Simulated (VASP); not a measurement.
## Be2C: single point with LDA

Crystal: Be2C.

```
C Be
1.0
     0.00000    2.16500    2.16500
     2.16500    0.00000    2.16500
     2.16500    2.16500    0.00000
C Be
1 2
Direct
  0.00000 0.00000 0.00000
  0.75000 0.75000 0.75000
  0.25000 0.25000 0.25000
```

- Program: VASP 6.6.1
- Task: single point
- Functional: LDA
- Potentials or basis: VASP PAW LDA potentials, release 64 (C, Be)
- Cutoff: 600 eV
- k mesh: 11 × 11 × 11
- Occupations: fermi-dirac, width 0.05 eV
- Spin: no spin polarisation
- Dipole correction: no
- Further INCAR settings: ALGO = Normal; EDIFF = 1e-06; NBANDS = 11

| Item | Value |
| --- | --- |
| Pressure | -8.2 GPa |
| Band gap on the k mesh | 1.27 eV, indirect (least direct gap 4.02 eV) |

Levels at points of the mesh, in eV from the valence-band top:
```csv
k point,band 2,band 3,band 4,band 5,band 6,band 7
"(0.00, 0.00, 0.00)",0.00,0.00,0.00,4.02,4.02,4.02
```

Wall time 7.8 s on 1 thread of Intel(R) Xeon(R) Platinum 8259CL CPU @ 2.50GHz (Skylake/Cascade Lake), with other jobs on the host, peak memory 0.13 GiB.

A k mesh can miss the band edges. Expect the measured gap to be larger: semilocal functionals such as LDA lack the derivative discontinuity.
